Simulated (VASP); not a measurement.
# Si (a cell with a defect) in VASP: single point with PBE+D3(BJ)

Aim: the single point of Si (a cell with a defect) with PBE+D3(BJ).

All numbers are computed with VASP 6.6.1; they aren't measurements. Logs are shortened: lines on timing, memory, paths and dates and some standing lists are left out, and cuts for length are marked.

## Step 1: The cell of the first run

The cell holds a defect, 17 atoms: a = 7.679 Å, b = 7.679 Å, c = 7.679 Å, α = 60.00°, β = 60.00°, γ = 60.00°.

## Step 2: Single point, PBE+D3(BJ)

The input, INCAR:

```
PREC     = Accurate       # precision mode
ENCUT    = 520            # plane-wave cutoff, eV
EDIFF    = 1E-7           # SCF threshold, eV
ISMEAR   = 0              # smearing method
SIGMA    = 0.02           # smearing width, eV
LREAL    = Auto         
LASPH    = T              # aspherical terms in the spheres
NELM     = 100            # most SCF steps
ALGO     = Normal         # electronic algorithm
ISIF     = 2              # what is computed and relaxed
LWAVE    = F              # write WAVECAR
LCHARG   = F              # write CHGCAR
GGA      = PE             # functional
IVDW     = 12             # dispersion correction
NBANDS   = 48             # bands
```

The input, KPOINTS:

```
regular mesh
0
Gamma
  2 2 2
```

The input, POSCAR:

```
Si
1.0
    0.0000000000      5.4300000000      5.4300000000
    5.4300000000      0.0000000000      5.4300000000
    5.4300000000      5.4300000000      0.0000000000
Si
17
Direct
    0.0153790055      0.0161427256      0.0165983425
    0.1419973297      0.1415875691      0.1407223757
   -0.0009737569     -0.0011905157      0.5101323204
    0.1157292818      0.1147162063      0.6493057090
   -0.0009265193      0.5110887661     -0.0013241252
    0.1178673112      0.6483831492      0.1144652855
   -0.0253966851      0.5083620626      0.5095762431
    0.1114693370      0.6267347145      0.6265441068
    0.5116576427     -0.0009405157     -0.0010664825
    0.6472575506      0.1180682320      0.1162669429
    0.5081181400     -0.0267717311      0.5123995396
    0.6268481584      0.1121746777      0.6267630755
    0.5102608656      0.5125006446     -0.0280155617
    0.6269752302      0.6269326888      0.1127431860
    0.4804331492      0.4810528545      0.4814353591
    0.6074825046      0.6068721915      0.6060782689
    0.3156431860      0.3148080110      0.3147450276
```

Potentials or basis: VASP PAW PBE potentials, release 64 (Si).

Started as:

```sh
cat potpaw_PBE.64/Si/POTCAR > POTCAR
mpirun -np 1 vasp_std > vasp.out
```

OUTCAR:

```text
PREC = Accurate
   ENCUT = 520
   EDIFF = 1E-7
   ISMEAR = 0
   LREAL = Auto
   LASPH = T
   NELM = 100
   ISIF = 2
   GGA = PE
   IVDW = 12
 IVDW          = 12

 ion  position               nearest neighbor table
   1  0.015  0.016  0.017-   4 2.32   6 2.33  10 2.33   2 2.36
   2  0.142  0.142  0.141-   5 2.33   3 2.33   9 2.33   1 2.36
   3  0.999  0.999  0.510-   2 2.33   4 2.33   8 2.34  12 2.34
   4  0.116  0.115  0.649-   1 2.32   3 2.33  17 2.41  11 2.46   7 2.47
   5  0.999  0.511  0.999-   2 2.33   6 2.33  14 2.34   8 2.34
   6  0.118  0.648  0.114-   1 2.33   5 2.33  17 2.40  13 2.46   7 2.48
   7  0.975  0.508  0.510-  16 2.33   8 2.34  17 2.39   4 2.47   6 2.48
   8  0.111  0.627  0.627-  15 2.33   7 2.34   3 2.34   5 2.34
   9  0.512  0.999  0.999-   2 2.33  10 2.33  14 2.34  12 2.34
  10  0.647  0.118  0.116-   1 2.33   9 2.33  17 2.38  13 2.48  11 2.49
  11  0.508  0.973  0.512-  16 2.32  12 2.33  17 2.40   4 2.46  10 2.49
  12  0.627  0.112  0.627-  15 2.33  11 2.33   3 2.34   9 2.34
  13  0.510  0.513  0.972-  16 2.32  14 2.33  17 2.41   6 2.46  10 2.48
  14  0.627  0.627  0.113-  15 2.33  13 2.33   5 2.34   9 2.34
  15  0.480  0.481  0.481-  14 2.33   8 2.33  12 2.33  16 2.37  17 3.12
  16  0.607  0.607  0.606-  13 2.32  11 2.32   7 2.33  15 2.37
  17  0.316  0.315  0.315-  10 2.38   7 2.39   6 2.40  11 2.40   4 2.41  13 2.41  15 3.12

  LATTYP: Found a face centered cubic cell.
 ALAT       =    10.8600000000

  Lattice vectors:

 A1 = (   0.0000000000,   5.4300000000,   5.4300000000)
 A2 = (   5.4300000000,   0.0000000000,   5.4300000000)
 A3 = (   5.4300000000,   5.4300000000,   0.0000000000)

Analysis of symmetry for initial positions (statically):
=====================================================================
 Subroutine PRICEL returns:
 Original cell was already a primitive cell.

 Routine SETGRP: Setting up the symmetry group for a
 face centered cubic supercell.

 Subroutine GETGRP returns: Found  1 space group operations
 (whereof  1 operations were pure point group operations)
 out of a pool of 48 trial point group operations.

The static configuration has the point symmetry C_1 .

Analysis of symmetry for dynamics (positions and initial velocities):
=====================================================================
 Subroutine PRICEL returns:
 Original cell was already a primitive cell.

 Routine SETGRP: Setting up the symmetry group for a
 face centered cubic supercell.

 Subroutine GETGRP returns: Found  1 space group operations
 (whereof  1 operations were pure point group operations)
 out of a pool of 48 trial point group operations.

The dynamic configuration has the point symmetry C_1 .

 Subroutine INISYM returns: Found  1 space group operations
 (whereof  1 operations are pure point group operations),
 and found     1 'primitive' translations

----------------------------------------------------------------------------------------

                                     Primitive cell

  volume of cell :     320.2060

  direct lattice vectors                    reciprocal lattice vectors
     0.000000000  5.430000000  5.430000000    -0.092081031  0.092081031  0.092081031
     5.430000000  0.000000000  5.430000000     0.092081031 -0.092081031  0.092081031
     5.430000000  5.430000000  0.000000000     0.092081031  0.092081031 -0.092081031

  length of vectors
     7.679179644  7.679179644  7.679179644     0.159489025  0.159489025  0.159489025

  position of ions in fractional coordinates (direct lattice)
     0.015379006  0.016142726  0.016598342
     0.141997330  0.141587569  0.140722376
     0.999026243  0.998809484  0.510132320
     0.115729282  0.114716206  0.649305709
     0.999073481  0.511088766  0.998675875
     0.117867311  0.648383149  0.114465286
[... 9 lines left out ...]
     0.607482505  0.606872192  0.606078269
     0.315643186  0.314808011  0.314745028

  ion indices of the primitive-cell ions
   primitive index   ion index
                 1           1
                 2           2
                 3           3
                 4           4
                 5           5
                 6           6
[... 9 lines left out ...]
                16          16
                17          17

----------------------------------------------------------------------------------------

 KPOINTS: regular mesh

Automatic generation of k-mesh.
 Grid dimensions read from file:
 generate k-points for:    2    2    2

 Generating k-lattice:

  Cartesian coordinates                     Fractional coordinates (reciprocal lattice)
    -0.046040516  0.046040516  0.046040516     0.500000000  0.000000000  0.000000000
     0.046040516 -0.046040516  0.046040516     0.000000000  0.500000000  0.000000000
     0.046040516  0.046040516 -0.046040516     0.000000000  0.000000000  0.500000000

  Length of vectors
     0.079744512  0.079744512  0.079744512

  Shift w.r.t. Gamma in fractional coordinates (k-lattice)
     0.000000000  0.000000000  0.000000000

 Subroutine IBZKPT returns following result:
 ===========================================

 Found      8 irreducible k-points:

 Following reciprocal coordinates:
            Coordinates               Weight
  0.000000  0.000000  0.000000      1.000000
  0.500000  0.000000  0.000000      1.000000
  0.000000  0.500000  0.000000      1.000000
  0.000000  0.000000  0.500000      1.000000
  0.500000  0.500000  0.500000      1.000000
  0.500000  0.500000  0.000000      1.000000
  0.000000  0.500000  0.500000      1.000000
  0.500000  0.000000  0.500000      1.000000
   k-points           NKPTS =      8   k-points in BZ     NKDIM =      8   number of bands    NBANDS=     48
   number of dos      NEDOS =    301   number of ions     NIONS =     17
   total plane-waves  NPLWV = 216000
   dimension x,y,z NGX =    60 NGY =   60 NGZ =   60
   dimension x,y,z NGXF=   120 NGYF=  120 NGZF=  120
   ions per type =              17
   NGX,Y,Z   is equivalent  to a cutoff of  12.99, 12.99, 12.99 a.u.
   NGXF,Y,Z  is equivalent  to a cutoff of  25.98, 25.98, 25.98 a.u.
 SYSTEM =  unknown system
   PREC   = accura    normal or accurate (medium, high low for compatibility)
   ISTART =      0    job   : 0-new  1-cont  2-samecut
   ICHARG =      2    charge: 1-file 2-atom 10-const
   ISPIN  =      1    spin polarized calculation?
   LNONCOLLINEAR =      F non collinear calculations
   LSORBIT =      F    spin-orbit coupling
   LASPH  =      T    aspherical Exc in radial PAW
   ENCUT  =  520.0 eV  38.22 Ry    6.18 a.u.  14.28 14.28 14.28*2*pi/ulx,y,z
   NELM   =    100;   NELMIN=  2; NELMDL= -5     # of ELM steps
   EDIFF  = 0.1E-06   stopping-criterion for ELM
   LREAL  =      T    real-space projection
   EDIFFG = 0.1E-05   stopping-criterion for IOM
   NSW    =      0    number of steps for IOM
   IBRION =     -1    ionic relax: 0-MD 1-quasi-New 2-CG
   NFREE  =      0    steps in history (QN), initial steepest desc. (CG)
   ISIF   =      2    stress and relaxation
   ISYM   =      2    0-nonsym 1-usesym 2-fastsym
   POTIM  = 0.5000    time-step for ionic-motion
   TEBEG  =    0.0;   TEEND  =   0.0 temperature during run
   PSTRESS=    0.0 pullay stress
   NELECT =      68.0000    total number of electrons
   NUPDOWN=      -1.0000    fix difference up-down
   EMIN   =  10.00;   EMAX   =-10.00  energy-range for DOS
   EFERMI =   0.00;   METHOD = LEGACY
   ISMEAR =     0;   SIGMA  =   0.02  broadening in eV -4-tet -1-fermi 0-gaus
   EFERMI_NEDOS =   21; number of points for ismear=-14 and -15
   IALGO  =     38    algorithm
   IMIX   =      4    mixing-type and parameters
     AMIX     =   0.40;   BMIX     =  1.00
     AMIX_MAG =   1.60;   BMIX_MAG =  1.00
  volume/ion in A,a.u.               =      18.84       127.11
  Fermi-wavevector in a.u.,A,eV,Ry     =   0.976715  1.845724 12.979587  0.953973
  Thomas-Fermi vector in A             =   2.107356
   LORBIT       =      0    0 simple, 1 ext, 2 COOP (PROOUT), +10 PAW based schemes
   GGA     = PE    functional components
   LHFCALC =     F    Hartree Fock is set to
   AEXX    =    0.0000 exact exchange contribution
   IVDW    =    12    specifies the selected vdW correction
   LEPSILON=     F    determine dielectric tensor
   LRPA    =     F    only Hartree local field effects (RPA)
 non-spin polarized calculation
 Gauss-broadening in eV      SIGMA  =   0.02
  energy-cutoff  :      520.00
  volume of cell :      320.21
 maximum number of plane-waves:      8646
 NGX is ok and might be reduce to    60
   NGX = 29   NGY = 29   NGZ = 29

 number of electron      68.0000000 magnetization

 Free energy of the ion-electron system (eV)
  ---------------------------------------------------
  ext. energy  EPLUGINS =         0.00000000
  ---------------------------------------------------
  free energy    TOTEN  =       -87.67874698 eV

  energy without entropy =      -87.67627421  energy(sigma->0) =      -87.67751060

 E-fermi :   6.7235     XC(G=0):  -9.6909

 val. band max:        6.7161947733   @ k =   0.0000   0.0000   0.0000
 cond. band min:       6.7308304307   @ k =   0.5000   0.5000   0.5000
 fundamental gap:      0.0146356574
 Fermi energy:         6.7235041801

 k-point     1 :       0.0000    0.0000    0.0000
  band No.  band energies     occupation
      1      -6.2186      2.00000
      2      -3.8955      2.00000
      3      -3.6366      2.00000
      4      -3.6199      2.00000
      5      -3.4008      2.00000
      6      -2.5427      2.00000
[... 38 lines left out ...]
     45       8.7566      0.00000
     46       8.8262      0.00000

 k-point     2 :       0.5000    0.0000    0.0000
  band No.  band energies     occupation
      1      -5.7442      2.00000
      2      -4.9952      2.00000
      3      -3.6205      2.00000
      4      -3.4420      2.00000
      5      -3.1823      2.00000
      6      -3.0361      2.00000
[... 286 lines left out ...]
 k-point     8 :       0.5000    0.0000    0.5000
  band No.  band energies     occupation
      1      -5.6112      2.00000
      2      -4.7108      2.00000
      3      -4.0608      2.00000
      4      -3.8778      2.00000
      5      -3.7956      2.00000
      6      -3.6344      2.00000
[... 38 lines left out ...]
     45      10.4088      0.00000
     46      10.4493      0.00000
 [bands above 46 left out]

------------------------ aborting loop because EDIFF is reached ----------------------------------------

 Edisp (eV)   -5.64884

 E8    (eV) :    -2.3374

  FORCE on cell =-STRESS in cart. coord.  units (eV):
  Direction    XX          YY          ZZ          XY          YZ          ZX
  --------------------------------------------------------------------------------------
  -------------------------------------------------------------------------------------
  Total       3.76637     3.78118     3.80075    -0.81115    -0.97295    -0.88094
  in kB      18.84532    18.91947    19.01738    -4.05867    -4.86826    -4.40787
  external pressure =       18.93 kB  Pullay stress =        0.00 kB

 VOLUME and BASIS-vectors are now :
 -----------------------------------------------------------------------------
  energy-cutoff  :      520.00
  volume of cell :      320.21
      direct lattice vectors                 reciprocal lattice vectors
     0.000000000  5.430000000  5.430000000    -0.092081031  0.092081031  0.092081031
     5.430000000  0.000000000  5.430000000     0.092081031 -0.092081031  0.092081031
     5.430000000  5.430000000  0.000000000     0.092081031  0.092081031 -0.092081031

 POSITION                                       TOTAL-FORCE (eV/Angst)
 -----------------------------------------------------------------------------------
      0.17778      0.17364      0.17116         0.004228      0.005889      0.006201
      1.53294      1.53517      1.53987         0.002568      0.007011      0.000083
      8.19355      8.19473     10.84825         0.007348     -0.002746     -0.006338
      4.14864      4.15414      1.25132        -0.013304     -0.012159      0.012165
      8.19802     10.84778      8.20018         0.002126     -0.006929     -0.001246
      4.14227      1.26157      4.16074        -0.006221      0.006344     -0.013361
[... 9 lines left out ...]
      6.58632      6.58964      6.59395        -0.002905      0.000439      0.000399
      3.41847      3.42301      3.42335         0.015473     -0.003856      0.002103
 -----------------------------------------------------------------------------------
    total drift:                               -0.001318     -0.000559     -0.002923

  FREE ENERGIE OF THE ION-ELECTRON SYSTEM (eV)
  ---------------------------------------------------
  free  energy   TOTEN  =       -93.3275842773 eV

  energy  without entropy=      -93.3251115059  energy(sigma->0) =      -93.32634789
```

Run time: 7.2 min. Hardware: 1 thread of Intel Xeon 8259CL, shared host; peak memory 0.47 GiB.

Results:

```yaml
Free_energy: -93.3276 eV
Pressure: 1.9 GPa
Largest_force: 0.022 eV/Å
Band_gap_on_the_k_mesh: zero (bands 34 and 35 overlap by 0.01 eV)
Dispersion_energy_per_atom: -0.332 eV
```

Forces in eV/Å, atoms in the order of the input:
```
Si   0.004  0.006  0.006
Si   0.003  0.007  0.000
Si   0.007 -0.003 -0.006
Si  -0.013 -0.012  0.012
Si   0.002 -0.007 -0.001
Si  -0.006  0.006 -0.013
Si  -0.003 -0.003  0.003
Si   0.005  0.003  0.002
Si  -0.007  0.000  0.002
Si   0.002 -0.003 -0.015
Si  -0.004 -0.003  0.014
Si   0.003  0.008  0.000
Si   0.002  0.011 -0.008
Si   0.005 -0.002  0.008
Si  -0.013 -0.004 -0.007
Si  -0.003  0.000  0.000
Si   0.015 -0.004  0.002
```

Caveat: the k points lie up to 0.50 Å⁻¹ apart.
